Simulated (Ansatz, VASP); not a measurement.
# One calculation of TaN, two programs

Contents of INCAR:

```
SYSTEM = TaN
PREC = Accurate
ENCUT = 520
EDIFF = 1E-8
ISMEAR = -1
SIGMA = 0.02
LREAL = .FALSE.
LASPH = .TRUE.
NELM = 80
ALGO = Normal
ISIF = 2
LWAVE = .FALSE.
LCHARG = .FALSE.
GGA = CA
LEFG = .TRUE.
NBANDS = 15
```

KPOINTS

```
regular mesh
0
G
  12 12 10
  0 0 0
```

The input POSCAR:

```
TaN
1.0
    2.9379988584     -0.0146899943     -0.0146899943
   -1.4817213374      2.5517266448     -0.0053769111
   -0.0144150000     -0.0144150000      2.8830000000
Ta N
1 1
Direct
    0.3333333333      0.6666666667      0.5000000000
    0.0000000000      0.0000000000      0.0000000000
```

Input for Ansatz:

```yaml
crystal:
  lattice:
    - [2.9379988584, -0.0146899943, -0.0146899943]
    - [-1.4817213374, 2.5517266448, -0.0053769111]
    - [-0.014415, -0.014415, 2.883]
  atoms:
    - { symbol: Ta, position: [0.3333333333, 0.6666666667, 0.5] }
    - { symbol: "N", position: [0.0, 0.0, 0.0] }
kpoints:
  mp_grid: { grid: [12, 12, 10] }
scf:
  occupations: { method: fermi_dirac, width: 0.02 }
hamiltonian:
  xc: lda
  pseudopotentials: { kind: all_electron, datasets: crystal }
output:
  forces: true
  stress: true
  eigenvalues: true
  efg: { contact_densities: true }
```

Change from the starting cell: equal xy, yz and zx shear strains of -1 %, crystal datasets.

Alike in both runs: task electric field gradients; functional LDA; k mesh 12 × 12 × 10; occupations fermi-dirac, width 0.02 eV; no spin polarisation.

```csv
,VASP,Ansatz
version,VASP 6.6.1,Ansatz 0.2.0
potentials or method,"VASP PAW LDA potentials, release 64 (Ta_pv, N), cutoff 520 eV","all-electron PAW with datasets made for the crystal, scalar-relativistic"
```

```csv
,VASP,Ansatz,Ansatz less VASP
pressure (GPa),-9.7,-11.4,-1.71
"traceless stress, the component that is largest in VASP (GPa)",2.45,2.41,-0.044
rms of the force components (eV/Å),0.011,0.009,-0.0016
size of Vzz on the site where it differs most (V/Å²),40.4,68.2,+27.87
```

LDA's correlation is that of Perdew and Zunger in VASP and of Perdew and Wang (1992) in Ansatz. Atom by atom the forces differ by 0.002 eV/Å (rms over components). One of these differences is far larger than is usual between the two programs; its cause wasn't traced. Ansatz ran all-electron here, and VASP with PAW potentials.

Neither program's run includes spin-orbit coupling.
